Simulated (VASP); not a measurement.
Wanted: the native input for a VASP 6.6.1 run.

```yaml
Task: single point
Functional: PBE
Potentials_or_basis: VASP PAW PBE potentials, release 64 (Hf_pv, S)
Cutoff: 520 eV
k_mesh: 6 × 6 × 4
Occupations: gaussian, width 0.1 eV
Spin: no spin polarisation
Dipole_correction: no
Further_INCAR_settings: ALGO = Normal; EDIFF = 1e-06; NBANDS = 29
```

The structure of HfS5 lies in POSCAR:

```
HfS5
1.0
    4.6508123972      0.0000000000      0.0000000000
   -2.3254061986      4.0277216842      0.0000000000
    0.0000000000      0.0000000000      6.8974861716
Hf S
1 5
Direct
    0.0000000000      0.0000000000      0.0000000000
    0.5000000000      0.0000000000      0.5000000000
    0.5000000000      0.5000000000      0.5000000000
    0.0000000000      0.5000000000      0.5000000000
    0.3333333333      0.6666666667      0.0000000000
    0.6666666667      0.3333333333      0.0000000000
```

These files were run (other wordings do the same):

INCAR

```
SYSTEM = HfS5
ALGO = Normal ; EDIFF = 1E-6
ENCUT = 520 ; GGA = PE
ISIF = 2 ; ISMEAR = 0
LASPH = .True. ; LCHARG = .False.
LREAL = .False. ; LWAVE = .False.
NBANDS = 29 ; NELM = 100
PREC = Accurate ; SIGMA = 0.1
```

KPOINTS

```
k-points
0
Gamma
  6 6 4
  0 0 0
```

Potentials or basis: VASP PAW PBE potentials, release 64 (Hf_pv, S).

Launch:

```console
$ cat potpaw_PBE.64/Hf_pv/POTCAR potpaw_PBE.64/S/POTCAR > POTCAR
$ mpirun -np 1 vasp_std > vasp.out
```

It gave:

```
Pressure               : -0.4 GPa
Band gap on the k mesh : zero (band 20 reaches 5.59 eV, above the bottom of band 21 at 3.79 eV)
```

Caveat: spin-orbit coupling is left out, which moves the levels of the heavy elements.

Run time: 63 s on 1 thread of Intel(R) Xeon(R) Platinum 8488C (Sapphire Rapids) (shared host), peak memory 0.27 GiB.
